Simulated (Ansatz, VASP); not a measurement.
**GaN in VASP and in Ansatz**

```
CELL_PARAMETERS angstrom
0.00000 2.25350 2.25350
2.25350 0.00000 2.25350
2.25350 2.25350 0.00000
ATOMIC_POSITIONS crystal
Ga 0.99993 0.00042 0.00070
N 0.75036 0.74790 0.74649
```

Alike in both runs: task single point; functional PBE; k mesh 5 × 5 × 5; no spin polarisation.

```csv
,VASP,Ansatz
version,VASP 6.6.1,Ansatz 0.2.0
potentials or method,"VASP PAW PBE potentials, release 64 (Ga_d, N), cutoff 600 eV","plane waves, PAW"
occupations,"gaussian, width 0.01 eV",fixed
valence electrons in the cell,18,18
```

```tsv
	VASP	Ansatz	Ansatz less VASP
rms of the force components (eV/Å)	0.124	0.126	+0.0019
```

Atom by atom the forces differ by 0.002 eV/Å (rms over components).

The k mesh is coarse, so the values compare programs but aren't converged.
